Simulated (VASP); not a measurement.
# O (Fd-3m) in VASP: settings compared, part 2 of 2

VASP 6.6.1.

**5. Relaxation of cell and atoms, PBEsol**

The input, INCAR:

```
SYSTEM = O
ALGO = Normal
EDIFF = 1E-6
EDIFFG = -0.02
ENCUT = 600
GGA = PS
IBRION = 2
ISIF = 3
ISMEAR = -1
LASPH = .TRUE.
LCHARG = .FALSE.
LREAL = .FALSE.
LWAVE = .FALSE.
NELM = 100
NSW = 80
PREC = Accurate
SIGMA = 0.1
```

The input, KPOINTS:

```
k-points
0
G
  8 8 8
  0 0 0
```

The input, POSCAR:

```
O
1.0
    0.0000000000      2.1708560000      2.1708560000
    2.1708560000      0.0000000000      2.1708560000
    2.1708560000      2.1708560000      0.0000000000
O
2
Direct
    0.2500000000      0.2500000000      0.2500000000
    0.0000000000      0.0000000000      0.0000000000
```

Potentials or basis: VASP PAW PBE potentials, release 64 (O).

The run is started by

```bash
$ cat potpaw_PBE.64/O/POTCAR > POTCAR
$ mpirun -np 1 vasp_std > vasp.out
```

OUTCAR:

```text
SYSTEM = O
   EDIFF = 1E-6
   EDIFFG = -0.02
   ENCUT = 600
   GGA = PS
   IBRION = 2
   ISIF = 3
   ISMEAR = -1
   LASPH = .TRUE.
   LREAL = .FALSE.
   NELM = 100
   NSW = 80
   PREC = Accurate

 ion  position               nearest neighbor table
   1  0.250  0.250  0.250-   2 1.88   2 1.88   2 1.88   2 1.88
   2  0.000  0.000  0.000-   1 1.88   1 1.88   1 1.88   1 1.88

  LATTYP: Found a face centered cubic cell.
 ALAT       =     4.3417120000

  Lattice vectors:

 A1 = (   0.0000000000,   2.1708560000,   2.1708560000)
 A2 = (   2.1708560000,   0.0000000000,   2.1708560000)
 A3 = (   2.1708560000,   2.1708560000,   0.0000000000)

Analysis of symmetry for initial positions (statically):
=====================================================================
 Subroutine PRICEL returns:
 Original cell was already a primitive cell.

 Routine SETGRP: Setting up the symmetry group for a
 face centered cubic supercell.

 Subroutine GETGRP returns: Found 48 space group operations
 (whereof 24 operations were pure point group operations)
 out of a pool of 48 trial point group operations.
[... 213 lines left out ...]

 val. band max:        0.8202828657   @ k =   0.2500   0.0000   0.0000
 cond. band min:       0.9399153101   @ k =   0.5000   0.1250   0.0000
 fundamental gap:      0.1196324444
 Fermi energy:         0.8869078088

 k-point     1 :       0.0000    0.0000    0.0000
  band No.  band energies     occupation
      1     -20.9610      2.00000
      2     -12.4286      2.00000
      3      -3.1250      2.00000
      4      -3.1250      2.00000
      5      -3.1250      2.00000
      6       0.1612      1.99859
      7       0.1612      1.99859
      8       0.1612      1.99859
      9      10.5668      0.00000
     10      24.5273      0.00000
[... 287 lines left out ...]
 k-point    24 :      -0.3750    0.2500    0.1250
  band No.  band energies     occupation
      1     -18.6069      2.00000
      2     -15.9555      2.00000
      3      -5.7846      2.00000
      4      -4.6301      2.00000
      5      -2.2191      2.00000
      6       0.6124      1.87933
      7       1.8421      0.00014
      8       2.3279      0.00000
      9      13.8717      0.00000
     10      15.6813      0.00000

 [... further k-points ...]
[... 5 lines left out ...]
  --------------------------------------------------------------------------------------
  -------------------------------------------------------------------------------------
  Total        0.0089194      0.0089194      0.0089194      0.0000000      0.0000000      0.0000000
  in kB        0.7011016      0.7011016      0.7011016      0.0000000      0.0000000      0.0000000
  external PRESSURE =       0.7011016 kB  Pullay stress =       0.0000000 kB

 VOLUME and BASIS-vectors are now :
 -----------------------------------------------------------------------------
  energy-cutoff  :      600.00
  volume of cell :       20.38
      direct lattice vectors                 reciprocal lattice vectors
     0.000000000  2.168094921  2.168094921    -0.230617209  0.230617209  0.230617209
     2.168094921  0.000000000  2.168094921     0.230617209 -0.230617209  0.230617209
     2.168094921  2.168094921 -0.000000000     0.230617209  0.230617209 -0.230617209

 POSITION                                       TOTAL-FORCE (eV/Angst)
 -----------------------------------------------------------------------------------
      1.08405      1.08405      1.08405         0.000000      0.000000      0.000000
      2.16809      2.16809     -0.00000        -0.000000     -0.000000     -0.000000
 -----------------------------------------------------------------------------------
    total drift:                                0.000000      0.000000      0.000000

  FREE ENERGIE OF THE ION-ELECTRON SYSTEM (eV)
  ---------------------------------------------------
  free  energy   TOTEN  =        -6.7850281487 eV

  energy  without entropy=       -6.7382577344  energy(sigma->0) =       -6.76164294

 reached required accuracy - stopping structural energy minimisation
```

Run time: 7.2 s. Hardware: 1 thread of AMD EPYC 9R45 (Zen 5), shared host; peak memory 0.11 GiB.

Results:

```
Free energy                            : -6.7850 eV
Relaxed volume                         : 10.19 Å³/atom
Relaxed cell                           : a = 3.066 Å, b = 3.066 Å, c = 3.066 Å, α = 60.00°, β = 60.00°, γ = 60.00°
Space group after relaxing (to 0.05 Å) : Fd-3m (No. 227)
Energy gained by relaxing              : 0.0 meV/atom
Ionic steps                            : 2
Pressure after relaxing                : 0.1 GPa
Band gap on the k mesh                 : zero (band 6 reaches 1.31 eV, above the bottom of band 7 at 0.16 eV)
```

Final structure:
```
O
1.0
     0.00000    2.16809    2.16809
     2.16809    0.00000    2.16809
     2.16809    2.16809    0.00000
O
2
Cartesian
  1.0840 1.0840 1.0840
  2.1681 2.1681 0.0000
```

Caveat: the PAW data sets were made with another functional, which shifts forces and pressure a little.

**6. Relaxation of cell and atoms, LDA**

The input, INCAR:

```
SYSTEM = O
PREC = Accurate
ENCUT = 600
EDIFF = 1E-6
ISMEAR = -1
SIGMA = 0.1
LREAL = .False.
LASPH = .True.
NELM = 80
ALGO = Normal
ISIF = 3
LWAVE = .False.
LCHARG = .False.
IBRION = 2
NSW = 80
EDIFFG = -0.02
```

The input, KPOINTS:

```
Automatic mesh
0
Gamma
  8 8 8
  0 0 0
```

POSCAR is that of step 5.

Potentials or basis: VASP PAW LDA potentials, release 64 (O).

The run is started by

```bash
$ cat potpaw_LDA.64/O/POTCAR > POTCAR
$ mpirun -np 1 vasp_std > vasp.out
```

Run time: 9.3 s. Hardware: 1 thread of AMD EPYC 9R45 (Zen 5), shared host; peak memory 0.1 GiB.

It converged, with:

| Quantity | Value |
| --- | --- |
| Free energy | -7.5664 eV |
| Relaxed volume | 9.86 Å³/atom |
| Relaxed cell | a = 3.033 Å, b = 3.033 Å, c = 3.033 Å, α = 60.00°, β = 60.00°, γ = 60.00° |
| Space group after relaxing (to 0.05 Å) | Fd-3m (No. 227) |
| Energy gained by relaxing | 5.9 meV/atom |
| Ionic steps | 3 |
| Pressure after relaxing | 0.0 GPa |
| Band gap on the k mesh | zero (band 6 reaches 1.45 eV, above the bottom of band 7 at 0.25 eV) |

The path:
| step | energy change (eV) | largest force (eV/Å) | pressure (GPa) | volume (Å³) |
| --- | --- | --- | --- | --- |
| 1 | 0.0000 | 0.0000 | -4.99 | 20.46 |
| 2 | -0.0108 | 0.0000 | 1.52 | 19.53 |
| 3 | -0.0117 | 0.0000 | -0.01 | 19.73 |

Final structure:
```
CELL_PARAMETERS angstrom
0.00000 2.14466 2.14466
2.14466 0.00000 2.14466
2.14466 2.14466 0.00000
ATOMIC_POSITIONS crystal
O 0.25000 0.25000 0.25000
O 0.00000 0.00000 0.00000
```

Levels at points of the mesh, in eV from the Fermi level:
| k point | band 2 | band 3 | band 4 | band 5 | band 6 | band 7 | band 8 | band 9 | band 10 |
| --- | --- | --- | --- | --- | --- | --- | --- | --- | --- |
| (0.00, 0.00, 0.00) | -12.83 | -4.16 | -4.16 | -4.16 | -0.79 | -0.79 | -0.79 | 9.56 | 23.58 |
| (0.50, 0.00, 0.00) | -16.13 | -5.43 | -5.19 | -5.19 | 0.41 | 0.41 | 1.35 | 13.04 | 15.80 |
| (0.50, 0.50, 0.00) | -18.13 | -6.40 | -6.40 | -2.35 | -2.35 | 1.89 | 1.89 | 12.99 | 12.99 |

**7. Relaxation of cell and atoms, BLYP+D3(BJ)**

The input, INCAR:

```
  PREC = Accurate
  ENCUT = 600
  EDIFF = 1E-6
  ISMEAR = -1
  SIGMA = 0.1
  LREAL = False
  LASPH = True
  NELM = 100
  ALGO = Normal
  ISIF = 3
  LWAVE = False
  LCHARG = False
  GGA = B5
  ALDAX = 1.0
  AGGAX = 1.0
  AGGAC = 1.0
  ALDAC = 0.0
  IVDW = 12
  VDW_S6 = 1.0
  VDW_S8 = 2.6996
  VDW_A1 = 0.4298
  VDW_A2 = 4.2359
  IBRION = 2
  NSW = 80
  EDIFFG = -0.02
```

The input, KPOINTS:

```
Automatic mesh
0
Gamma
  8 8 8
```

POSCAR is that of step 6.

Potentials or basis: VASP PAW PBE potentials, release 64 (O).

The run is started by

```bash
$ cat potpaw_PBE.64/O/POTCAR > POTCAR
$ mpirun -np 1 vasp_std > vasp.out
```

Wall time 27 s (1 thread of AMD EPYC 9R45 (Zen 5), shared host); peak memory 0.13 GiB.

Results (log left out):

- Free energy: -6.1238 eV
- Relaxed volume: 10.98 Å³/atom
- Relaxed cell: a = 3.143 Å, b = 3.143 Å, c = 3.143 Å, α = 60.00°, β = 60.00°, γ = 60.00°
- Space group after relaxing (to 0.05 Å): Fd-3m (No. 227)
- Energy gained by relaxing: 21.0 meV/atom
- Ionic steps: 3
- Pressure after relaxing: 0.0 GPa
- Band gap on the k mesh: zero (band 6 reaches 0.69 eV, above the bottom of band 7 at -0.32 eV)
- Dispersion energy per atom: -0.150 eV

Step by step:
| step | energy change (eV) | largest force (eV/Å) | pressure (GPa) | volume (Å³) |
| --- | --- | --- | --- | --- |
| 1 | 0.0000 | 0.0000 | 9.30 | 20.46 |
| 2 | -0.0404 | 0.0000 | -1.68 | 22.27 |
| 3 | -0.0420 | 0.0000 | 0.00 | 21.96 |

Final structure:
```
O
1.0
     0.00000    2.22257    2.22257
     2.22257    0.00000    2.22257
     2.22257    2.22257    0.00000
O
2
Direct
  0.25000 0.25000 0.25000
  0.00000 0.00000 0.00000
```

Levels at points of the mesh, in eV from the Fermi level:
| k point | band 2 | band 3 | band 4 | band 5 | band 6 | band 7 | band 8 | band 9 | band 10 |
| --- | --- | --- | --- | --- | --- | --- | --- | --- | --- |
| (0.00, 0.00, 0.00) | -13.59 | -3.59 | -3.59 | -3.59 | -0.61 | -0.61 | -0.61 | 9.92 | 23.58 |
| (0.50, 0.00, 0.00) | -16.06 | -4.84 | -4.47 | -4.47 | 0.41 | 0.41 | 1.04 | 13.40 | 16.03 |
| (0.50, 0.50, 0.00) | -17.77 | -5.50 | -5.50 | -2.09 | -2.09 | 1.60 | 1.60 | 13.50 | 13.50 |

Caveat: the PAW data sets were made with another functional, which shifts forces and pressure a little; pairwise dispersion overbinds metals, which lowers pressure and volume.

**8. Overview**

| task | level | potentials or basis | cell | cutoff (eV) | gap on the mesh (eV) | pressure (GPa) | relaxed volume (Å³/atom) |
| --- | --- | --- | --- | --- | --- | --- | --- |
| single point | PBEsol | VASP PAW PBE potentials, release 64 (O) | a = 3.068 Å, angles 60.0°, 2 atoms | 520 | none | -0.1 | - |
| single point | LDA | VASP PAW LDA potentials, release 64 (O) | a = 3.034 Å, angles 60.0°, 2 atoms | 520 | none | 0.1 | - |
| single point | BLYP+D3(BJ) | VASP PAW PBE potentials, release 64 (O) | a = 3.143 Å, angles 60.0°, 2 atoms | 520 | none | -0.2 | - |
| relaxation of cell and atoms | PBEsol | VASP PAW PBE potentials, release 64 (O) | relaxed from a = 3.070 Å, angles 60.0°, 2 atoms | 600 | none | 0.1 | 10.19 |
| relaxation of cell and atoms | LDA | VASP PAW LDA potentials, release 64 (O) | relaxed from a = 3.070 Å, angles 60.0°, 2 atoms | 600 | none | 0.0 | 9.86 |
| relaxation of cell and atoms | BLYP+D3(BJ) | VASP PAW PBE potentials, release 64 (O) | relaxed from a = 3.070 Å, angles 60.0°, 2 atoms | 600 | none | 0.0 | 10.98 |

Alike in all rows: no spin polarisation; k mesh 8 × 8 × 8; smearing fermi-dirac 0.1 eV.

Caveats: the PAW data sets were made with another functional, which shifts forces and pressure a little (some runs); pairwise dispersion overbinds metals, which lowers pressure and volume (some runs).

Absolute energies hang on the potentials; compare differences alone.
